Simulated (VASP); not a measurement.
Input of a VASP 6.6.1 run:

File INCAR:

```
ALGO = Normal
EDIFF = 1E-6
EDIFFG = -0.005
ENCUT = 600
GGA = PE
IBRION = 2
ISIF = 3
ISMEAR = -1
LASPH = T
LCHARG = F
LREAL = F
LWAVE = F
NELM = 60
NSW = 32
PREC = Accurate
PSTRESS = 4100.0
SIGMA = 0.1
```

KPOINTS

```
k-points
0
Gamma
  19 19 11
```

File POSCAR:

```
As
1.0
    2.2928638283      0.0000000000      0.0000000000
   -1.1464319142      1.9856783228      0.0000000000
    0.0000000000      0.0000000000      3.6495647232
As
2
Direct
    0.3333333333      0.6666666667      0.2500000000
    0.6666666667      0.3333333333      0.7500000000
```

Potentials or basis: VASP PAW PBE potentials, release 64 (As).

The run is started by

```bash
$ cat potpaw_PBE.64/As/POTCAR > POTCAR
$ mpirun -np 1 vasp_std > vasp.out
```

(1) What does it give for the relaxed cell?

(2) Estimate the space group after relaxing (to 0.05 Å).

## Answers

(1) a = 2.303 Å, b = 2.303 Å, c = 3.666 Å, α = 90.00°, β = 90.00°, γ = 120.00°.

(2) P6_3/mmc (No. 194).
